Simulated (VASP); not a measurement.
# BN (lda) (F-43m) in VASP: further runs

Runs on BN (lda). Level: LDA. Tasks: single point, relaxation of cell and atoms.

Everything below comes from runs of VASP 6.6.1. Logs are shortened: lines on timing, memory, paths and dates and some standing lists are left out, and cuts for length are marked.

### Step 1. The cell of the first run

The structure is cubic, space group F-43m (No. 216). Conventional cell: a = 3.580 Å, b = 3.580 Å, c = 3.580 Å, α = 90.00°, β = 90.00°, γ = 90.00°. Within 2.1 Å of B (site symmetry -43m) lie 4 N at 1.55 Å. N (site symmetry -43m) has 4 B at 1.55 Å within 2.1 Å.

### Step 2. Single point, LDA

Contents of INCAR:

```
SYSTEM = BN
PREC = Accurate
ENCUT = 600
EDIFF = 1E-6
ISMEAR = 0
SIGMA = 0.1
LREAL = .False.
LASPH = .True.
NELM = 120
ALGO = Normal
ISIF = 2
LWAVE = .False.
LCHARG = .False.
GGA = CA
NBANDS = 11
GGA_COMPAT = .False.
```

Contents of KPOINTS:

```
Automatic mesh
0
Gamma
  10 10 10
  0 0 0
```

Contents of POSCAR:

```
BN
1.0
    0.0000000000      1.7899407110      1.7899407110
    1.7899407110      0.0000000000      1.7899407110
    1.7899407110      1.7899407110      0.0000000000
B N
1 1
Direct
    0.0000000000      0.0000000000      0.0000000000
    0.2500000000      0.2500000000      0.2500000000
```

Potentials or basis: VASP PAW LDA potentials, release 64 (B, N).

Launch:

```bash
$ cat potpaw_LDA.64/B/POTCAR potpaw_LDA.64/N/POTCAR > POTCAR
$ mpirun -np 1 vasp_std > vasp.out
```

OUTCAR:

```text
SYSTEM = BN
   PREC = Accurate
   ENCUT = 600
   EDIFF = 1E-6
   ISMEAR = 0
   LREAL = .False.
   LASPH = .True.
   NELM = 120
   ISIF = 2
   GGA = CA

 ion  position               nearest neighbor table
   1  0.000  0.000  0.000-   2 1.55   2 1.55   2 1.55   2 1.55
   2  0.250  0.250  0.250-   1 1.55   1 1.55   1 1.55   1 1.55

  LATTYP: Found a face centered cubic cell.
 ALAT       =     3.5798814220

  Lattice vectors:

 A1 = (   0.0000000000,   1.7899407110,   1.7899407110)
 A2 = (   1.7899407110,   0.0000000000,   1.7899407110)
 A3 = (   1.7899407110,   1.7899407110,   0.0000000000)

Analysis of symmetry for initial positions (statically):
=====================================================================
 Subroutine PRICEL returns:
 Original cell was already a primitive cell.

 Routine SETGRP: Setting up the symmetry group for a
 face centered cubic supercell.

 Subroutine GETGRP returns: Found 24 space group operations
 (whereof 24 operations were pure point group operations)
 out of a pool of 48 trial point group operations.

The static configuration has the point symmetry T_d .

Analysis of symmetry for dynamics (positions and initial velocities):
=====================================================================
 Subroutine PRICEL returns:
 Original cell was already a primitive cell.

 Routine SETGRP: Setting up the symmetry group for a
 face centered cubic supercell.

 Subroutine GETGRP returns: Found 24 space group operations
 (whereof 24 operations were pure point group operations)
 out of a pool of 48 trial point group operations.

The dynamic configuration has the point symmetry T_d .

 Subroutine INISYM returns: Found 24 space group operations
 (whereof 24 operations are pure point group operations),
 and found     1 'primitive' translations

----------------------------------------------------------------------------------------

                                     Primitive cell

  volume of cell :      11.4695

  direct lattice vectors                    reciprocal lattice vectors
     0.000000000  1.789940711  1.789940711    -0.279338861  0.279338861  0.279338861
     1.789940711  0.000000000  1.789940711     0.279338861 -0.279338861  0.279338861
     1.789940711  1.789940711  0.000000000     0.279338861  0.279338861 -0.279338861

  length of vectors
     2.531358429  2.531358429  2.531358429     0.483829100  0.483829100  0.483829100

  position of ions in fractional coordinates (direct lattice)
     0.000000000  0.000000000  0.000000000
     0.250000000  0.250000000  0.250000000

  ion indices of the primitive-cell ions
   primitive index   ion index
                 1           1
                 2           2

----------------------------------------------------------------------------------------

 KPOINTS: Automatic mesh

Automatic generation of k-mesh.
 Grid dimensions read from file:
 generate k-points for:   10   10   10

 Generating k-lattice:

  Cartesian coordinates                     Fractional coordinates (reciprocal lattice)
    -0.027933886  0.027933886  0.027933886     0.100000000  0.000000000  0.000000000
     0.027933886 -0.027933886  0.027933886     0.000000000  0.100000000  0.000000000
     0.027933886  0.027933886 -0.027933886     0.000000000  0.000000000  0.100000000

  Length of vectors
     0.048382910  0.048382910  0.048382910

  Shift w.r.t. Gamma in fractional coordinates (k-lattice)
     0.000000000  0.000000000  0.000000000

 Subroutine IBZKPT returns following result:
 ===========================================

 Found     47 irreducible k-points:

 Following reciprocal coordinates:
            Coordinates               Weight
  0.000000  0.000000  0.000000      1.000000
  0.100000  0.000000  0.000000      8.000000
  0.200000  0.000000  0.000000      8.000000
  0.300000  0.000000  0.000000      8.000000
  0.400000  0.000000  0.000000      8.000000
  0.500000  0.000000  0.000000      4.000000
[... 16 lines left out ...]
  0.300000  0.300000  0.000000      6.000000
  0.400000  0.300000  0.000000     24.000000
 [... further k-points ...]
   k-points           NKPTS =     47   k-points in BZ     NKDIM =     47   number of bands    NBANDS=     11
   number of dos      NEDOS =    301   number of ions     NIONS =      2
   total plane-waves  NPLWV =   8000
   dimension x,y,z NGX =    20 NGY =   20 NGZ =   20
   dimension x,y,z NGXF=    40 NGYF=   40 NGZF=   40
   ions per type =               1   1
   NGX,Y,Z   is equivalent  to a cutoff of  13.13, 13.13, 13.13 a.u.
   NGXF,Y,Z  is equivalent  to a cutoff of  26.27, 26.27, 26.27 a.u.
 SYSTEM =  BN
   PREC   = accura    normal or accurate (medium, high low for compatibility)
   ISTART =      0    job   : 0-new  1-cont  2-samecut
   ICHARG =      2    charge: 1-file 2-atom 10-const
   ISPIN  =      1    spin polarized calculation?
   LNONCOLLINEAR =      F non collinear calculations
   LSORBIT =      F    spin-orbit coupling
   LASPH  =      T    aspherical Exc in radial PAW
   ENCUT  =  600.0 eV  44.10 Ry    6.64 a.u.   5.06  5.06  5.06*2*pi/ulx,y,z
   NELM   =    120;   NELMIN=  2; NELMDL= -5     # of ELM steps
   EDIFF  = 0.1E-05   stopping-criterion for ELM
   LREAL  =      F    real-space projection
[... 7 lines left out ...]
   TEBEG  =    0.0;   TEEND  =   0.0 temperature during run
   PSTRESS=    0.0 pullay stress
   NELECT =       8.0000    total number of electrons
   NUPDOWN=      -1.0000    fix difference up-down
   EMIN   =  10.00;   EMAX   =-10.00  energy-range for DOS
   EFERMI =   0.00;   METHOD = LEGACY
   ISMEAR =     0;   SIGMA  =   0.10  broadening in eV -4-tet -1-fermi 0-gaus
   EFERMI_NEDOS =   21; number of points for ismear=-14 and -15
   IALGO  =     38    algorithm
   IMIX   =      4    mixing-type and parameters
     AMIX     =   0.40;   BMIX     =  1.00
     AMIX_MAG =   1.60;   BMIX_MAG =  1.00
  volume/ion in A,a.u.               =       5.73        38.70
  Fermi-wavevector in a.u.,A,eV,Ry     =   1.451854  2.743606 28.679436  2.107879
  Thomas-Fermi vector in A             =   2.569303
   LORBIT       =      0    0 simple, 1 ext, 2 COOP (PROOUT), +10 PAW based schemes
   GGA     = CA    functional components
   LHFCALC =     F    Hartree Fock is set to
   AEXX    =    0.0000 exact exchange contribution
   IVDW    =     0    specifies the selected vdW correction
   LEPSILON=     F    determine dielectric tensor
   LRPA    =     F    only Hartree local field effects (RPA)
 non-spin polarized calculation
 Gauss-broadening in eV      SIGMA  =   0.10
  energy-cutoff  :      600.00
  volume of cell :       11.47
 maximum number of plane-waves:       392
   NGX = 11   NGY = 11   NGZ = 11

 number of electron       7.9999999 magnetization

 Free energy of the ion-electron system (eV)
  ---------------------------------------------------
  ext. energy  EPLUGINS =         0.00000000
  ---------------------------------------------------
  free energy    TOTEN  =       -19.41626281 eV

  energy without entropy =      -19.41626281  energy(sigma->0) =      -19.41626281

 E-fermi :   8.1595     XC(G=0): -13.2462

 val. band max:        7.7587443628   @ k =   0.0000   0.0000   0.0000
 cond. band min:      12.1368364764   @ k =   0.5000   0.5000   0.0000
 fundamental gap:      4.3780921136
 Fermi energy:         8.1594595116

 k-point     1 :       0.0000    0.0000    0.0000
  band No.  band energies     occupation
      1     -12.6457      2.00000
      2       7.7587      2.00000
      3       7.7587      2.00000
      4       7.7587      2.00000
      5      16.5806      0.00000
      6      16.5806      0.00000
      7      16.5806      0.00000
      8      18.6785      0.00000
      9      32.8057      0.00000
     10      35.9090      0.00000
     11      35.9090      0.00000

 k-point     2 :       0.1000    0.0000    0.0000
  band No.  band energies     occupation
      1     -12.3962      2.00000
      2       6.4730      2.00000
      3       7.4945      2.00000
      4       7.4945      2.00000
      5      16.9381      0.00000
      6      16.9777      0.00000
      7      16.9777      0.00000
      8      19.4002      0.00000
      9      32.3517      0.00000
     10      33.1155      0.00000
     11      33.1155      0.00000

 k-point     3 :       0.2000    0.0000    0.0000
  band No.  band energies     occupation
      1     -11.6599      2.00000
      2       3.7122      2.00000
      3       6.9029      2.00000
      4       6.9029      2.00000
      5      17.4547      0.00000
      6      17.7934      0.00000
      7      17.7934      0.00000
      8      20.9304      0.00000
      9      31.5158      0.00000
     10      31.6046      0.00000
     11      31.6046      0.00000

 k-point     4 :       0.3000    0.0000    0.0000
  band No.  band energies     occupation
      1     -10.4897      2.00000
      2       0.6886      2.00000
      3       6.3070      2.00000
      4       6.3070      2.00000
      5      17.9147      0.00000
      6      18.3630      0.00000
      7      18.3630      0.00000
      8      22.1817      0.00000
      9      31.0697      0.00000
     10      31.8699      0.00000
     11      31.8699      0.00000
[... 239 lines left out ...]
 k-point    22 :      -0.2000    0.2000    0.0000
  band No.  band energies     occupation
      1     -10.1031      2.00000
      2       1.5066      2.00000
      3       3.3678      2.00000
      4       6.4185      2.00000
      5      18.4303      0.00000
      6      18.7855      0.00000
      7      19.4081      0.00000
      8      21.8324      0.00000
      9      29.1593      0.00000
     10      30.1144      0.00000
     11      34.9275      0.00000

 k-point    23 :       0.3000    0.3000    0.0000
  band No.  band energies     occupation
      1      -9.7888      2.00000
      2       2.5483      2.00000
      3       3.9632      2.00000
      4       3.9632      2.00000
      5      13.8854      0.00000
      6      18.6599      0.00000
      7      22.6470      0.00000
      8      22.6470      0.00000
      9      26.7499      0.00000
     10      35.4807      0.00000
     11      40.0911      0.00000

 k-point    24 :       0.4000    0.3000    0.0000
  band No.  band energies     occupation
      1      -8.7389      2.00000
      2       0.9293      2.00000
      3       3.1037      2.00000
      4       3.5424      2.00000
      5      13.8328      0.00000
      6      18.4848      0.00000
      7      23.4654      0.00000
      8      23.5075      0.00000
      9      27.6732      0.00000
     10      35.1723      0.00000
     11      39.9061      0.00000

 [... further k-points ...]

------------------------ aborting loop because EDIFF is reached ----------------------------------------

  FORCE on cell =-STRESS in cart. coord.  units (eV):
  Direction    XX          YY          ZZ          XY          YZ          ZX
  --------------------------------------------------------------------------------------
  -------------------------------------------------------------------------------------
  Total        0.0706944      0.0706944      0.0706944      0.0000000     -0.0000000      0.0000000
  in kB        9.8752889      9.8752889      9.8752889      0.0000000     -0.0000000      0.0000000
  external PRESSURE =       9.8752889 kB  Pullay stress =       0.0000000 kB

 VOLUME and BASIS-vectors are now :
 -----------------------------------------------------------------------------
  energy-cutoff  :      600.00
  volume of cell :       11.47
      direct lattice vectors                 reciprocal lattice vectors
     0.000000000  1.789940711  1.789940711    -0.279338861  0.279338861  0.279338861
     1.789940711  0.000000000  1.789940711     0.279338861 -0.279338861  0.279338861
     1.789940711  1.789940711  0.000000000     0.279338861  0.279338861 -0.279338861

 POSITION                                       TOTAL-FORCE (eV/Angst)
 -----------------------------------------------------------------------------------
      0.00000      0.00000      0.00000        -0.000000     -0.000000      0.000000
      0.89497      0.89497      0.89497         0.000000      0.000000     -0.000000
 -----------------------------------------------------------------------------------
    total drift:                               -0.000000     -0.000000     -0.000000

  FREE ENERGIE OF THE ION-ELECTRON SYSTEM (eV)
  ---------------------------------------------------
  free  energy   TOTEN  =       -19.4162628081 eV

  energy  without entropy=      -19.4162628081  energy(sigma->0) =      -19.41626281
```

Run time: 4.8 s. Hardware: 1 thread of Intel Xeon Platinum 8488C (Sapphire Rapids), shared host; peak memory 0.11 GiB.

What came out:

| Item | Value |
| --- | --- |
| Free energy | -19.4163 eV |
| Pressure | 1.0 GPa |
| Band gap on the k mesh | 4.38 eV, indirect (least direct gap 8.82 eV) |

Levels at points of the mesh, in eV from the valence-band top:
```
           k point  band 1  band 2  band 3  band 4  band 5  band 6  band 7  band 8  band 9
(0.00, 0.00, 0.00)  -20.40    0.00    0.00    0.00    8.82    8.82    8.82   10.92   25.05
(0.50, 0.00, 0.00)  -15.98  -10.98   -2.00   -2.00   10.60   10.73   10.73   15.31   23.51
(0.50, 0.50, 0.00)  -14.57   -9.08   -5.07   -5.07    4.38    9.31   18.15   18.15   21.01
```

A k mesh can miss the band edges. A hybrid or GW would open this gap; LDA tends to underestimate it.

### Step 3. Single point, LDA

INCAR: that of step 2 with these lines changed.

```diff
@@ -5,3 +5,3 @@
 ISMEAR = 0
-SIGMA = 0.1
+SIGMA = 0.02
 LREAL = .False.
```

Contents of KPOINTS:

```
Automatic mesh
0
Gamma
  12 12 12
  0 0 0
```

POSCAR is that of step 2.

Potentials or basis: VASP PAW LDA potentials, release 64 (B, N).

Launch:

```bash
$ cat potpaw_LDA.64/B/POTCAR potpaw_LDA.64/N/POTCAR > POTCAR
$ mpirun -np 1 vasp_std > vasp.out
```

It took 5.7 s on 1 thread of Intel Xeon Platinum 8488C (Sapphire Rapids), shared host; peak memory 0.12 GiB.

Results (log left out):

- Free energy: -19.4162 eV
- Pressure: 1.0 GPa
- Band gap on the k mesh: 4.38 eV, indirect (least direct gap 8.82 eV)

Levels at points of the mesh, in eV from the valence-band top:
```
           k point  band 1  band 2  band 3  band 4  band 5  band 6  band 7  band 8
(0.00, 0.00, 0.00)  -20.40    0.00    0.00    0.00    8.82    8.82    8.82   10.92
(0.50, 0.00, 0.00)  -15.98  -10.98   -2.00   -2.00   10.60   10.73   10.73   15.31
(0.50, 0.50, 0.00)  -14.57   -9.08   -5.07   -5.07    4.38    9.31   18.15   18.15
```

A k mesh can miss the band edges. As with any semilocal functional, this LDA gap is likely too small.

[end of part 1 of 2]
